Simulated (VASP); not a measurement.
Input of a VASP 6.6.1 run:

Contents of INCAR:

```
SYSTEM = P
PREC = Accurate
ENCUT = 520
EDIFF = 1E-6
ISMEAR = 0
SIGMA = 0.1
LREAL = .False.
LASPH = .True.
NELM = 80
ALGO = Normal
ISIF = 2
LWAVE = .False.
LCHARG = .True.
GGA = PE
LELF = .True.
LVHAR = .True.
NBANDS = 8
```

The input KPOINTS:

```
regular mesh
0
Gamma
  22 22 22
  0 0 0
```

POSCAR

```
P
1.0
    2.4448010539      0.0000000000      0.0000000000
    0.0000000000      2.4448010539      0.0000000000
    0.0000000000      0.0000000000      2.4448010539
P
1
Direct
    0.0000000000      0.0000000000      0.0000000000
```

Potentials or basis: VASP PAW PBE potentials, release 64 (P).

Launch:

```sh
$ cat potpaw_PBE.64/P/POTCAR > POTCAR
$ mpirun -np 1 vasp_std > vasp.out
```

Question: What does it give for the pressure?

Answer: -0.3 GPa.
